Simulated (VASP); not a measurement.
Input of a VASP 6.6.1 run:

INCAR

```
PREC     = Accurate       # precision mode
ENCUT    = 520            # plane-wave cutoff, eV
EDIFF    = 1E-7           # SCF threshold, eV
ISMEAR   = -1             # smearing method
SIGMA    = 0.05           # smearing width, eV
LREAL    = False          # projectors in reciprocal space
LASPH    = True           # aspherical terms in the spheres
NELM     = 60             # most SCF steps
ALGO     = Normal         # electronic algorithm
ISIF     = 2              # what is computed and relaxed
LWAVE    = False          # write WAVECAR
LCHARG   = False          # write CHGCAR
GGA      = PE             # functional
NBANDS   = 24             # bands
```

File KPOINTS:

```
regular mesh
0
Gamma
  9 9 12
```

The input POSCAR:

```
Ta
1.0
    4.8634078299      0.0000000000      0.0000000000
   -2.4317039149      4.2118347297      0.0000000000
    0.0000000000      0.0000000000      2.7303794766
Ta
3
Direct
    0.0000000000      0.0000000000      0.0000000000
    0.3333333333      0.6666666667      0.5000000000
    0.6666666667      0.3333333333      0.5000000000
```

Potentials or basis: VASP PAW PBE potentials, release 64 (Ta_pv).

Command:

```bash
$ cat potpaw_PBE.64/Ta_pv/POTCAR > POTCAR
$ mpirun -np 1 vasp_std > vasp.out
```

(1) Estimate the pressure.

Results:

(1) 0.1 GPa.
